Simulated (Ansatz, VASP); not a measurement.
# In3Ga6BP10 in VASP and in Ansatz

```xyz
20
Lattice="2.7684 2.7704 5.5056 -2.7702 -2.7679 5.5053 8.3623 -5.5924 2.7501" Properties=species:S:1:pos:R:3 pbc="T T T"
B     2.8396   -5.6011    8.1809
P     4.0263   -4.3186    9.3991
P     6.8776   -4.1122    6.8007
P     6.7749   -3.9902   12.4568
P     6.8506   -6.9572    9.7463
P     1.3684   -1.3574    9.8793
P     4.2414   -1.4833    6.8178
P     1.7150   -4.4701    6.9066
P     4.3578   -4.0462    3.8735
P     9.6725   -4.0271    9.7042
P     1.5183   -1.5482    4.2932
Ga    5.4598   -5.4445    5.4781
Ga    5.4573   -5.4647   10.9896
Ga    8.2344   -5.4490    2.7900
Ga    2.9723   -2.9526    5.4838
Ga    2.8702   -2.8873   10.9891
Ga    5.5724   -2.7943    8.2257
In    0.1413   -2.8932    8.2651
In    8.3282   -5.5719    8.2555
In    2.7666   -0.0262    8.2648
```

Alike in both runs: functional PBE; k mesh 3 × 3 × 2; occupations gaussian, width 0.1 eV; no spin polarisation.

Ansatz relaxed the structure, and its values are those at the end. VASP's run is a single point on that final structure, the one shown.

```csv
,VASP,Ansatz
version,VASP 6.6.1,Ansatz 0.2.0
potentials or method,"VASP PAW PBE potentials, release 64 (B, P, Ga_d, In_d), cutoff 520 eV","scalar-relativistic, plane waves, PAW"
valence electrons in the cell,170,170
```

|  | VASP | Ansatz | Ansatz less VASP |
| --- | --- | --- | --- |
| gap on the k mesh at the Fermi level (eV) | 0.97 | 0.97 | +0.006 |
| least direct gap on the mesh (eV) | 0.97 | 0.97 | +0.006 |
| pressure (GPa) | 0.0 | 0.0 | +0.03 |
| rms of the force components (eV/Å) | 0.005 | 0.002 | -0.0030 |

The functional is the same, so the differences come from potentials, cutoffs and numerics.
